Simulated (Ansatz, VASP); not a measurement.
# CuAu in VASP and in Ansatz

```xyz
6
Lattice="0.0000 0.0000 -4.5246 -4.1021 -2.4520 0.0000 0.0000 4.9041 0.0000" Properties=species:S:1:pos:R:3 pbc="T T T"
Au   -2.6924    1.7447   -3.3935
Au   -1.4097   -0.7074   -3.3935
Au   -4.1021    0.6665   -1.1312
Cu   -4.1021   -0.8175   -3.3935
Cu   -1.3332    0.7829   -1.1312
Cu   -2.7689    3.2349   -1.1312
```

Alike in both runs: functional PBE; k mesh 8 × 12 × 12; occupations gaussian, width 0.1 eV; no spin polarisation.

Ansatz relaxed the structure, and its values are those at the end. VASP's run is a single point on that final structure, the one shown.

```csv
,VASP,Ansatz
version,VASP 6.6.1,Ansatz 0.2.0
potentials or method,"VASP PAW PBE potentials, release 64 (Au, Cu), cutoff 520 eV","scalar-relativistic, plane waves, PAW"
valence electrons in the cell,66,114
```

Ansatz gave:

| Quantity | Value |
| --- | --- |
| gap on the k mesh at the Fermi level (eV) | none |
| pressure (GPa) | 0.0 |
| rms of the force components (eV/Å) | 0.003 |

**Question.** Which values does VASP return?

**Answer.** gap on the k mesh at the Fermi level (eV): none; pressure (GPa): 0.5; rms of the force components (eV/Å): 0.004.

A gap of «none» marks a metal or a gap that the smearing closes. VASP's potentials hold 66 valence electrons a cell and Ansatz's 114, so a difference there can come from the potentials and not from the codes.

Neither program's run includes spin-orbit coupling.
